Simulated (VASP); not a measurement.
# MgO (Amm2) in VASP: single point with r2SCAN

Aim: the single point of MgO with r2SCAN.

Program: VASP 6.6.1. These are calculated values, not measurements. Logs are shortened: lines on timing, memory, paths and dates and some standing lists are left out, and cuts for length are marked.

**1. The cell of the first run**

It takes space group Amm2 (No. 38, orthorhombic). Conventional cell: a = 4.204 Å, b = 5.946 Å, c = 5.946 Å, α = 90.00°, β = 90.00°, γ = 90.00°. Mg (site symmetry mm2) has 6 O at 2.05 to 2.16 Å within 2.7 Å. Within 3.1 Å of Mg (site symmetry mm2) lie 6 O at 2.10 Å and 12 Mg at 2.90 to 3.05 Å. Mg (site symmetry m) has 6 O at 2.10 Å within 2.8 Å. Within 2.7 Å of O (site symmetry m) lie 6 Mg at 2.05 to 2.16 Å. O (site symmetry mm2) has 6 Mg at 2.10 Å within 2.8 Å. O (site symmetry mm2) has 6 Mg at 2.10 Å within 2.8 Å.

**2. Single point, r2SCAN (atom 1 (Mg) moved +0.075 Å towards its neighbour atom 2 (Mg) at 2.973 Å)**

The input, POSCAR:

```
MgO
1.0
    4.2042173703      0.0000000000      0.0000000000
    0.0000000000     -4.2042173703      0.0000000000
    0.0000000000      0.0000000000     -4.2042173703
Mg O
4 4
Direct
   -0.0126142404     -0.0126142404      0.0000000000
    0.5000000000      0.5000000000      0.0000000000
    0.5000000000      0.0000000000      0.5000000000
    0.0000000000      0.5000000000      0.5000000000
    0.5000000000      0.0000000000      0.0000000000
    0.0000000000      0.5000000000      0.0000000000
    0.0000000000      0.0000000000      0.5000000000
    0.5000000000      0.5000000000      0.5000000000
```

The input, INCAR.step1:

```
PREC = Accurate
ENCUT = 520
ISMEAR = 0
SIGMA = 0.05
LREAL = F
LASPH = T
NELM = 100
NBANDS = 26
GGA = PE
ALGO = Normal
EDIFF = 1E-4
LWAVE = T
LCHARG = F
```

The input, INCAR.step2:

```
PREC = Accurate
ENCUT = 520
EDIFF = 1E-7
ISMEAR = 0
SIGMA = 0.05
LREAL = F
LASPH = T
NELM = 100
ALGO = Normal
ISIF = 2
LWAVE = F
LCHARG = T
METAGGA = R2SCAN
LMIXTAU = T
LELF = T
LVHAR = T
NBANDS = 26
ISTART = 1
```

The input, KPOINTS:

```
regular mesh
0
Gamma
  6 6 6
```

Potentials or basis: VASP PAW PBE potentials, release 64 (Mg, O).

On the command line:

```console
> cat potpaw_PBE.64/Mg/POTCAR potpaw_PBE.64/O/POTCAR > POTCAR
> cp INCAR.step1 INCAR
> mpirun -np 1 vasp_std > vasp.out
> cp INCAR.step2 INCAR
> mpirun -np 1 vasp_std > vasp.out
```

OUTCAR:

```text
PREC = Accurate
   ENCUT = 520
   EDIFF = 1E-7
   ISMEAR = 0
   LREAL = F
   LASPH = T
   NELM = 100
   ISIF = 2
   METAGGA = R2SCAN
   ISTART = 1

 ion  position               nearest neighbor table
   1  0.987  0.987  0.000-   5 2.05   6 2.05   7 2.10   7 2.10   5 2.16   6 2.16   2 2.90   3 2.94
                             3 2.94   4 2.94   4 2.94   2 2.97   2 2.97   4 3.01   3 3.01   4 3.01
   2  0.500  0.500  0.000-   5 2.10   6 2.10   8 2.10   8 2.10   5 2.10   6 2.10   1 2.90   4 2.97
                             4 2.97   3 2.97   3 2.97   3 2.97   4 2.97   3 2.97   4 2.97   1 2.97
   3  0.500  0.000  0.500-   5 2.10   7 2.10   8 2.10   5 2.10   8 2.10   7 2.10   1 2.94   1 2.94
                             2 2.97   2 2.97   4 2.97   4 2.97   2 2.97   4 2.97   2 2.97   4 2.97
   4  0.000  0.500  0.500-   6 2.10   7 2.10   8 2.10   6 2.10   7 2.10   8 2.10   1 2.94   1 2.94
                             2 2.97   3 2.97   3 2.97   2 2.97   3 2.97   2 2.97   2 2.97   3 2.97
   5  0.500  0.000  0.000-   1 2.05   2 2.10   3 2.10   3 2.10   2 2.10   1 2.16
   6  0.000  0.500  0.000-   1 2.05   2 2.10   4 2.10   4 2.10   2 2.10   1 2.16
   7  0.000  0.000  0.500-   3 2.10   4 2.10   4 2.10   3 2.10   1 2.10   1 2.10
   8  0.500  0.500  0.500-   2 2.10   3 2.10   4 2.10   2 2.10   3 2.10   4 2.10

  LATTYP: Found a simple cubic cell.
 ALAT       =     4.2042173703

  Lattice vectors:

 A1 = (   4.2042173703,   0.0000000000,   0.0000000000)
 A2 = (   0.0000000000,  -4.2042173703,   0.0000000000)
 A3 = (   0.0000000000,   0.0000000000,  -4.2042173703)

Analysis of symmetry for initial positions (statically):
=====================================================================
 Subroutine PRICEL returns:
 Original cell was already a primitive cell.

 Routine SETGRP: Setting up the symmetry group for a
 simple cubic supercell.

 Subroutine GETGRP returns: Found  4 space group operations
 (whereof  4 operations were pure point group operations)
 out of a pool of 48 trial point group operations.

The static configuration has the point symmetry C_2v.

Analysis of symmetry for dynamics (positions and initial velocities):
=====================================================================
 Subroutine PRICEL returns:
 Original cell was already a primitive cell.

 Routine SETGRP: Setting up the symmetry group for a
 simple cubic supercell.

 Subroutine GETGRP returns: Found  4 space group operations
 (whereof  4 operations were pure point group operations)
 out of a pool of 48 trial point group operations.

The dynamic configuration has the point symmetry C_2v.

 Subroutine INISYM returns: Found  4 space group operations
 (whereof  4 operations are pure point group operations),
 and found     1 'primitive' translations

----------------------------------------------------------------------------------------

                                     Primitive cell

  volume of cell :      74.3114

  direct lattice vectors                    reciprocal lattice vectors
     4.204217370  0.000000000  0.000000000     0.237856398  0.000000000  0.000000000
     0.000000000 -4.204217370  0.000000000     0.000000000 -0.237856398  0.000000000
     0.000000000  0.000000000 -4.204217370     0.000000000  0.000000000 -0.237856398

  length of vectors
     4.204217370  4.204217370  4.204217370     0.237856398  0.237856398  0.237856398

  position of ions in fractional coordinates (direct lattice)
     0.987385760  0.987385760  0.000000000
     0.500000000  0.500000000  0.000000000
     0.500000000  0.000000000  0.500000000
     0.000000000  0.500000000  0.500000000
     0.500000000  0.000000000  0.000000000
     0.000000000  0.500000000  0.000000000
     0.000000000  0.000000000  0.500000000
     0.500000000  0.500000000  0.500000000

  ion indices of the primitive-cell ions
   primitive index   ion index
                 1           1
                 2           2
                 3           3
                 4           4
                 5           5
                 6           6
                 7           7
                 8           8

----------------------------------------------------------------------------------------

 KPOINTS: regular mesh

Automatic generation of k-mesh.
 Grid dimensions read from file:
 generate k-points for:    6    6    6

 Generating k-lattice:

  Cartesian coordinates                     Fractional coordinates (reciprocal lattice)
     0.039642733  0.000000000  0.000000000     0.166666667  0.000000000  0.000000000
     0.000000000 -0.039642733  0.000000000     0.000000000  0.166666667  0.000000000
     0.000000000  0.000000000 -0.039642733     0.000000000  0.000000000  0.166666667

  Length of vectors
     0.039642733  0.039642733  0.039642733

  Shift w.r.t. Gamma in fractional coordinates (k-lattice)
     0.000000000  0.000000000  0.000000000

 Subroutine IBZKPT returns following result:
 ===========================================

 Found     52 irreducible k-points:

 Following reciprocal coordinates:
            Coordinates               Weight
  0.000000  0.000000  0.000000      1.000000
  0.166667  0.000000  0.000000      4.000000
  0.000000  0.000000  0.166667      2.000000
  0.333333  0.000000  0.000000      4.000000
  0.000000  0.000000  0.333333      2.000000
  0.500000  0.000000  0.000000      2.000000
[... 16 lines left out ...]
  0.333333  0.000000  0.500000      4.000000
  0.500000  0.500000  0.000000      1.000000
 [... further k-points ...]
   k-points           NKPTS =     52   k-points in BZ     NKDIM =     52   number of bands    NBANDS=     26
   number of dos      NEDOS =    301   number of ions     NIONS =      8
   total plane-waves  NPLWV =  32768
   dimension x,y,z NGX =    32 NGY =   32 NGZ =   32
   dimension x,y,z NGXF=    64 NGYF=   64 NGZF=   64
   ions per type =               4   4
   NGX,Y,Z   is equivalent  to a cutoff of  12.65, 12.65, 12.65 a.u.
   NGXF,Y,Z  is equivalent  to a cutoff of  25.31, 25.31, 25.31 a.u.
 SYSTEM =  unknown system
   PREC   = accura    normal or accurate (medium, high low for compatibility)
   ISTART =      1    job   : 0-new  1-cont  2-samecut
   ICHARG =      0    charge: 1-file 2-atom 10-const
   ISPIN  =      1    spin polarized calculation?
   LNONCOLLINEAR =      F non collinear calculations
   LSORBIT =      F    spin-orbit coupling
   LASPH  =      T    aspherical Exc in radial PAW
   ENCUT  =  520.0 eV  38.22 Ry    6.18 a.u.   7.82  7.82  7.82*2*pi/ulx,y,z
   NELM   =    100;   NELMIN=  2; NELMDL=  0     # of ELM steps
   EDIFF  = 0.1E-06   stopping-criterion for ELM
   LREAL  =      F    real-space projection
   EDIFFG = 0.1E-05   stopping-criterion for IOM
   NSW    =      0    number of steps for IOM
   IBRION =     -1    ionic relax: 0-MD 1-quasi-New 2-CG
   NFREE  =      0    steps in history (QN), initial steepest desc. (CG)
   ISIF   =      2    stress and relaxation
   ISYM   =      2    0-nonsym 1-usesym 2-fastsym
   POTIM  = 0.5000    time-step for ionic-motion
   TEBEG  =    0.0;   TEEND  =   0.0 temperature during run
   PSTRESS=    0.0 pullay stress
   NELECT =      32.0000    total number of electrons
   NUPDOWN=      -1.0000    fix difference up-down
   EMIN   =  10.00;   EMAX   =-10.00  energy-range for DOS
   EFERMI =   0.00;   METHOD = LEGACY
   ISMEAR =     0;   SIGMA  =   0.05  broadening in eV -4-tet -1-fermi 0-gaus
   EFERMI_NEDOS =   21; number of points for ismear=-14 and -15
   IALGO  =     38    algorithm
   IMIX   =      4    mixing-type and parameters
     AMIX     =   0.40;   BMIX     =  1.00
     AMIX_MAG =   1.60;   BMIX_MAG =  1.00
  volume/ion in A,a.u.               =       9.29        62.68
  Fermi-wavevector in a.u.,A,eV,Ry     =   1.236250  2.336174 20.793977  1.528314
  Thomas-Fermi vector in A             =   2.370866
   LORBIT       =      0    0 simple, 1 ext, 2 COOP (PROOUT), +10 PAW based schemes
   METAGGA = R2SCAN    functional components
   LHFCALC =     F    Hartree Fock is set to
   AEXX    =    0.0000 exact exchange contribution
   IVDW    =     0    specifies the selected vdW correction
   LEPSILON=     F    determine dielectric tensor
   LRPA    =     F    only Hartree local field effects (RPA)
 non-spin polarized calculation
 Gauss-broadening in eV      SIGMA  =   0.05
  energy-cutoff  :      520.00
  volume of cell :       74.31
 maximum number of plane-waves:      2016
   NGX = 15   NGY = 15   NGZ = 15

 number of electron      31.9999992 magnetization

 Free energy of the ion-electron system (eV)
  ---------------------------------------------------
  ext. energy  EPLUGINS =         0.00000000
  ---------------------------------------------------
  free energy    TOTEN  =       -64.61662724 eV

  energy without entropy =      -64.61662724  energy(sigma->0) =      -64.61662724

 E-fermi :   3.1026     XC(G=0): -11.6224

 val. band max:        2.8167507973   @ k =   0.0000   0.0000   0.0000
 cond. band min:       8.4758846893   @ k =   0.0000   0.0000   0.0000
 fundamental gap:      5.6591338920
 Fermi energy:         3.1026475204

 k-point     1 :       0.0000    0.0000    0.0000
  band No.  band energies     occupation
      1     -15.4128      2.00000
      2     -13.9023      2.00000
      3     -13.9008      2.00000
      4     -13.8954      2.00000
      5      -1.3074      2.00000
      6      -1.3071      2.00000
[... 18 lines left out ...]
     25      17.1704      0.00000
     26      17.1706      0.00000

 k-point     2 :       0.1667    0.0000    0.0000
  band No.  band energies     occupation
      1     -15.3155      2.00000
      2     -14.0046      2.00000
      3     -13.8884      2.00000
      4     -13.8849      2.00000
      5      -1.1706      2.00000
      6      -1.1701      2.00000
[... 18 lines left out ...]
     25      17.0021      0.00000
[... 608 lines left out ...]
     25      17.1811      0.00000
     26      17.1902      0.00000

 k-point    24 :       0.5000    0.5000    0.0000
  band No.  band energies     occupation
      1     -14.2294      2.00000
      2     -14.2232      2.00000
      3     -14.2206      2.00000
      4     -14.2093      2.00000
      5      -0.7019      2.00000
      6      -0.6865      2.00000
[... 18 lines left out ...]
     25      17.9380      0.00000
     26      18.0871      0.00000

 [... further k-points ...]

------------------------ aborting loop because EDIFF is reached ----------------------------------------

  FORCE on cell =-STRESS in cart. coord.  units (eV):
  Direction    XX          YY          ZZ          XY          YZ          ZX
  --------------------------------------------------------------------------------------
  -------------------------------------------------------------------------------------
  Total       -0.4144675     -0.4144675     -0.5361841      0.0017246      0.0000000      0.0000000
  in kB       -8.9360494     -8.9360494    -11.5602982      0.0371829      0.0000000      0.0000000
  external PRESSURE =      -9.8107990 kB  Pullay stress =       0.0000000 kB

 VOLUME and BASIS-vectors are now :
 -----------------------------------------------------------------------------
  energy-cutoff  :      520.00
  volume of cell :       74.31
      direct lattice vectors                 reciprocal lattice vectors
     4.204217370  0.000000000  0.000000000     0.237856398  0.000000000  0.000000000
     0.000000000 -4.204217370  0.000000000     0.000000000 -0.237856398  0.000000000
     0.000000000  0.000000000 -4.204217370     0.000000000  0.000000000 -0.237856398

 POSITION                                       TOTAL-FORCE (eV/Angst)
 -----------------------------------------------------------------------------------
      4.15118     -4.15118      0.00000         0.549122     -0.549122      0.000000
      2.10211     -2.10211      0.00000        -0.144207      0.144207      0.000000
      2.10211      0.00000     -2.10211        -0.142975     -0.044248      0.000000
      0.00000     -2.10211     -2.10211         0.044248      0.142975      0.000000
      2.10211      0.00000      0.00000        -0.145849      0.087920      0.000000
      0.00000     -2.10211      0.00000        -0.087920      0.145849      0.000000
      0.00000      0.00000     -2.10211        -0.089395      0.089395      0.000000
      2.10211     -2.10211     -2.10211         0.016977     -0.016977      0.000000
 -----------------------------------------------------------------------------------
    total drift:                                0.003160     -0.003160     -0.000000

  FREE ENERGIE OF THE ION-ELECTRON SYSTEM (eV)
  ---------------------------------------------------
  free  energy   TOTEN  =       -64.6166272375 eV

  energy  without entropy=      -64.6166272375  energy(sigma->0) =      -64.61662724
```

Wall time 6.7 min (1 thread of AMD EPYC 7R43 (Zen 3), shared host); peak memory 0.2 GiB.

Results:

```yaml
Free_energy: -64.6166 eV
Pressure: -1.0 GPa
Largest_force: 0.777 eV/Å
Band_gap_on_the_k_mesh: 5.66 eV
```

Forces in eV/Å, atoms in the order of the input:
```
Mg   0.549 -0.549  0.000
Mg  -0.144  0.144  0.000
Mg  -0.143 -0.044  0.000
Mg   0.044  0.143  0.000
O   -0.146  0.088  0.000
O   -0.088  0.146  0.000
O   -0.089  0.089  0.000
O    0.017 -0.017  0.000
```

Stress tensor (GPa, compression positive):
```
-0.89  0.00  0.00
 0.00 -0.89  0.00
 0.00  0.00 -1.16
```

Levels at points of the mesh, in eV from the valence-band top:
| k point | band 14 | band 15 | band 16 | band 17 | band 18 | band 19 |
| --- | --- | --- | --- | --- | --- | --- |
| (0.00, 0.00, 0.00) | 0.00 | 0.00 | 0.00 | 5.66 | 10.03 | 10.04 |
| (0.50, 0.00, 0.00) | -0.76 | -0.75 | -0.75 | 9.04 | 9.09 | 12.06 |
| (0.00, 0.00, 0.50) | -0.75 | -0.75 | -0.75 | 9.07 | 9.07 | 12.13 |
| (0.50, 0.50, 0.00) | -0.68 | -0.68 | -0.67 | 10.44 | 10.50 | 10.50 |
| (0.00, 0.50, 0.50) | -0.68 | -0.68 | -0.67 | 10.47 | 10.48 | 10.52 |
| (0.50, 0.50, 0.50) | -0.68 | -0.68 | -0.67 | 8.83 | 8.84 | 8.84 |

Caveat: the cell differs from its parent crystal (atom 1 (Mg) moved +0.075 Å towards its neighbour atom 2 (Mg) at 2.973 Å); the PAW data sets were made with another functional, which shifts forces and pressure a little.
